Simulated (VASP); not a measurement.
# Cr (Im-3m) in VASP: further runs, part 2 of 2

VASP 6.6.1.

## Step 4: Single point, PBEsol

INCAR

```
SYSTEM = Cr
ALGO     = Fast           ! electronic algorithm
EDIFF    = 1E-6           ! SCF threshold, eV
ENCUT    = 520            ! plane-wave cutoff, eV
GGA      = PS             ! functional
ISIF     = 2              ! what is computed and relaxed
ISMEAR   = 0              ! smearing method
LASPH    = .True.         ! aspherical terms in the spheres
LCHARG   = .False.        ! write CHGCAR
LREAL    = .False.        ! projectors in reciprocal space
LWAVE    = .False.        ! write WAVECAR
NBANDS   = 12             ! bands
NELM     = 80             ! most SCF steps
PREC     = Accurate       ! precision mode
SIGMA    = 0.1            ! smearing width, eV
```

KPOINTS

```
k-points
0
Gamma
  20 20 20
  0 0 0
```

POSCAR

```
Cr
1.0
   -1.4070850358      1.4070850358      1.4070850358
    1.4070850358     -1.4070850358      1.4070850358
    1.4070850358      1.4070850358     -1.4070850358
Cr
1
Direct
    0.0000000000      0.0000000000      0.0000000000
```

Potentials or basis: VASP PAW PBE potentials, release 64 (Cr_pv).

The run is started by

```bash
cat potpaw_PBE.64/Cr_pv/POTCAR > POTCAR
mpirun -np 1 vasp_std > vasp.out
```

OUTCAR:

```text
SYSTEM = Cr
   EDIFF = 1E-6
   ENCUT = 520
   GGA = PS
   ISIF = 2
   ISMEAR = 0
   LASPH = .True.
   LREAL = .False.
   NELM = 80
   PREC = Accurate

 ion  position               nearest neighbor table
   1  0.000  0.000  0.000-

  LATTYP: Found a body centered cubic cell.
 ALAT       =     2.8141700716

  Lattice vectors:

 A1 = (  -1.4070850358,   1.4070850358,   1.4070850358)
 A2 = (   1.4070850358,  -1.4070850358,   1.4070850358)
 A3 = (   1.4070850358,   1.4070850358,  -1.4070850358)

Analysis of symmetry for initial positions (statically):
=====================================================================
 Subroutine PRICEL returns:
 Original cell was already a primitive cell.

 Routine SETGRP: Setting up the symmetry group for a
 body centered cubic supercell.

 Subroutine GETGRP returns: Found 48 space group operations
 (whereof 48 operations were pure point group operations)
 out of a pool of 48 trial point group operations.

The static configuration has the point symmetry O_h .

Analysis of symmetry for dynamics (positions and initial velocities):
=====================================================================
 Subroutine PRICEL returns:
 Original cell was already a primitive cell.

 Routine SETGRP: Setting up the symmetry group for a
 body centered cubic supercell.

 Subroutine GETGRP returns: Found 48 space group operations
 (whereof 48 operations were pure point group operations)
 out of a pool of 48 trial point group operations.

The dynamic configuration has the point symmetry O_h .

 Subroutine INISYM returns: Found 48 space group operations
 (whereof 48 operations are pure point group operations),
 and found     1 'primitive' translations

----------------------------------------------------------------------------------------

                                     Primitive cell

  volume of cell :      11.1435

  direct lattice vectors                    reciprocal lattice vectors
    -1.407085036  1.407085036  1.407085036     0.000000000  0.355344551  0.355344551
     1.407085036 -1.407085036  1.407085036     0.355344551  0.000000000  0.355344551
     1.407085036  1.407085036 -1.407085036     0.355344551  0.355344551  0.000000000

  length of vectors
     2.437142773  2.437142773  2.437142773     0.502533083  0.502533083  0.502533083

  position of ions in fractional coordinates (direct lattice)
     0.000000000  0.000000000  0.000000000

  ion indices of the primitive-cell ions
   primitive index   ion index
                 1           1

----------------------------------------------------------------------------------------

 KPOINTS: k-points

Automatic generation of k-mesh.
 Grid dimensions read from file:
 generate k-points for:   20   20   20

 Generating k-lattice:

  Cartesian coordinates                     Fractional coordinates (reciprocal lattice)
     0.000000000  0.017767228  0.017767228     0.050000000  0.000000000  0.000000000
     0.017767228  0.000000000  0.017767228     0.000000000  0.050000000  0.000000000
     0.017767228  0.017767228  0.000000000     0.000000000  0.000000000  0.050000000

  Length of vectors
     0.025126654  0.025126654  0.025126654

  Shift w.r.t. Gamma in fractional coordinates (k-lattice)
     0.000000000  0.000000000  0.000000000

 Subroutine IBZKPT returns following result:
 ===========================================

 Found    256 irreducible k-points:

 Following reciprocal coordinates:
            Coordinates               Weight
  0.000000  0.000000  0.000000      1.000000
  0.050000  0.000000  0.000000     12.000000
  0.100000  0.000000  0.000000     12.000000
  0.150000  0.000000  0.000000     12.000000
  0.200000  0.000000  0.000000     12.000000
  0.250000  0.000000  0.000000     12.000000
[... 16 lines left out ...]
  0.200000  0.100000  0.000000     48.000000
  0.250000  0.100000  0.000000     48.000000
 [... further k-points ...]
   k-points           NKPTS =    256   k-points in BZ     NKDIM =    256   number of bands    NBANDS=     12
   number of dos      NEDOS =    301   number of ions     NIONS =      1
   total plane-waves  NPLWV =   5832
   dimension x,y,z NGX =    18 NGY =   18 NGZ =   18
   dimension x,y,z NGXF=    36 NGYF=   36 NGZF=   36
   ions per type =               1
   NGX,Y,Z   is equivalent  to a cutoff of  12.28, 12.28, 12.28 a.u.
   NGXF,Y,Z  is equivalent  to a cutoff of  24.56, 24.56, 24.56 a.u.
 SYSTEM =  Cr
   PREC   = accura    normal or accurate (medium, high low for compatibility)
   ISTART =      0    job   : 0-new  1-cont  2-samecut
   ICHARG =      2    charge: 1-file 2-atom 10-const
   ISPIN  =      1    spin polarized calculation?
   LNONCOLLINEAR =      F non collinear calculations
   LSORBIT =      F    spin-orbit coupling
   LASPH  =      T    aspherical Exc in radial PAW
   ENCUT  =  520.0 eV  38.22 Ry    6.18 a.u.   4.53  4.53  4.53*2*pi/ulx,y,z
   NELM   =     80;   NELMIN=  2; NELMDL= -5     # of ELM steps
   EDIFF  = 0.1E-05   stopping-criterion for ELM
   LREAL  =      F    real-space projection
   EDIFFG = 0.1E-04   stopping-criterion for IOM
   NSW    =      0    number of steps for IOM
   IBRION =     -1    ionic relax: 0-MD 1-quasi-New 2-CG
   NFREE  =      0    steps in history (QN), initial steepest desc. (CG)
   ISIF   =      2    stress and relaxation
   ISYM   =      2    0-nonsym 1-usesym 2-fastsym
   POTIM  = 0.5000    time-step for ionic-motion
   TEBEG  =    0.0;   TEEND  =   0.0 temperature during run
   PSTRESS=    0.0 pullay stress
   NELECT =      12.0000    total number of electrons
   NUPDOWN=      -1.0000    fix difference up-down
   EMIN   =  10.00;   EMAX   =-10.00  energy-range for DOS
   EFERMI =   0.00;   METHOD = LEGACY
   ISMEAR =     0;   SIGMA  =   0.10  broadening in eV -4-tet -1-fermi 0-gaus
   EFERMI_NEDOS =   21; number of points for ismear=-14 and -15
   IALGO  =     68    algorithm
   IMIX   =      4    mixing-type and parameters
     AMIX     =   0.40;   BMIX     =  1.00
     AMIX_MAG =   1.60;   BMIX_MAG =  1.00
  volume/ion in A,a.u.               =      11.14        75.20
  Fermi-wavevector in a.u.,A,eV,Ry     =   1.678011  3.170982 38.310227  2.815722
  Thomas-Fermi vector in A             =   2.762176
   LORBIT       =      0    0 simple, 1 ext, 2 COOP (PROOUT), +10 PAW based schemes
   GGA     = PS    functional components
   LHFCALC =     F    Hartree Fock is set to
   AEXX    =    0.0000 exact exchange contribution
   IVDW    =     0    specifies the selected vdW correction
   LEPSILON=     F    determine dielectric tensor
   LRPA    =     F    only Hartree local field effects (RPA)
 non-spin polarized calculation
 RMM-DIIS sequential band-by-band and
 Gauss-broadening in eV      SIGMA  =   0.10
  energy-cutoff  :      520.00
  volume of cell :       11.14
 maximum number of plane-waves:       321
   NGX =  9   NGY =  9   NGZ =  9

 number of electron      12.0000013 magnetization

 Free energy of the ion-electron system (eV)
  ---------------------------------------------------
  ext. energy  EPLUGINS =         0.00000000
  ---------------------------------------------------
  free energy    TOTEN  =       -10.24554752 eV

  energy without entropy =      -10.24229262  energy(sigma->0) =      -10.24392007

 E-fermi :  11.3611     XC(G=0): -14.0460

 val. band max:       11.3570532948   @ k =   0.1000   0.0500   0.0500
 cond. band min:      11.3775047002   @ k =   0.4500   0.1000   0.0000
 fundamental gap:      0.0204514053
 Fermi energy:        11.3610928075

 k-point     1 :       0.0000    0.0000    0.0000
  band No.  band energies     occupation
      1     -31.1868      2.00000
      2     -31.1868      2.00000
      3     -31.1868      2.00000
      4       3.3320      2.00000
      5      10.3868      2.00000
      6      10.3868      2.00000
      7      10.3868      2.00000
      8      12.5106      0.00000
      9      12.5106      0.00000
     10      18.4519      0.00000
     11      33.9110      0.00000
     12      33.9110      0.00000
[... 331 lines left out ...]
 k-point    24 :       0.2500    0.1000    0.0000
  band No.  band energies     occupation
      1     -31.8885      2.00000
      2     -31.4117      2.00000
      3     -31.2267      2.00000
      4       6.5694      2.00000
      5       9.2771      2.00000
      6       9.8425      2.00000
      7      12.1272      0.00000
      8      12.8160      0.00000
      9      13.2049      0.00000
     10      18.4514      0.00000
     11      26.8758      0.00000
     12      29.9044      0.00000

 [... further k-points ...]
[... 5 lines left out ...]
  --------------------------------------------------------------------------------------
  -------------------------------------------------------------------------------------
  Total       -0.0333012     -0.0333012     -0.0333012      0.0000000     -0.0000000     -0.0000000
  in kB       -4.7879481     -4.7879481     -4.7879481      0.0000000     -0.0000000     -0.0000000
  external PRESSURE =      -4.7879481 kB  Pullay stress =       0.0000000 kB

 VOLUME and BASIS-vectors are now :
 -----------------------------------------------------------------------------
  energy-cutoff  :      520.00
  volume of cell :       11.14
      direct lattice vectors                 reciprocal lattice vectors
    -1.407085036  1.407085036  1.407085036     0.000000000  0.355344551  0.355344551
     1.407085036 -1.407085036  1.407085036     0.355344551  0.000000000  0.355344551
     1.407085036  1.407085036 -1.407085036     0.355344551  0.355344551  0.000000000

 POSITION                                       TOTAL-FORCE (eV/Angst)
 -----------------------------------------------------------------------------------
      0.00000      0.00000      0.00000        -0.000000      0.000000      0.000000
 -----------------------------------------------------------------------------------
    total drift:                                0.000000      0.000000      0.000000

  FREE ENERGIE OF THE ION-ELECTRON SYSTEM (eV)
  ---------------------------------------------------
  free  energy   TOTEN  =       -10.2455475232 eV

  energy  without entropy=      -10.2422926153  energy(sigma->0) =      -10.24392007
```

Run time: 43 s. Hardware: 1 thread of Intel Xeon 8259CL, shared host; peak memory 0.14 GiB.

What came out:

```
Free energy            : -10.2455 eV
Pressure               : -0.5 GPa
Band gap on the k mesh : zero (band 6 reaches 13.94 eV, above the bottom of band 7 at 10.39 eV)
```

Caveat: the PAW data sets were made with another functional, which shifts forces and pressure a little; the run has no spin polarisation, though such a crystal can be magnetic.

## Step 5: The runs side by side

| task | cell | k mesh | cutoff (eV) | gap on the mesh (eV) | pressure (GPa) |
| --- | --- | --- | --- | --- | --- |
| relaxation of cell and atoms | relaxed from a = 2.438 Å, angles 109.5°, 1 atom | 20 × 20 × 20 | 600 | none | 0.0 |
| single point | a = 2.438 Å, angles 109.5°, 1 atom | 10 × 10 × 10 | 500 | none | -0.5 |
| single point | a = 2.437 Å, angles 109.5°, 1 atom | 20 × 20 × 20 | 520 | none | -0.5 |

Alike in all rows: level PBEsol; potentials or basis VASP PAW PBE potentials, release 64 (Cr_pv); no spin polarisation; smearing gaussian 0.1 eV.

Caveats: the PAW data sets were made with another functional, which shifts forces and pressure a little; the run has no spin polarisation, though such a crystal can be magnetic.

Absolute energies hang on the potentials; compare differences alone.
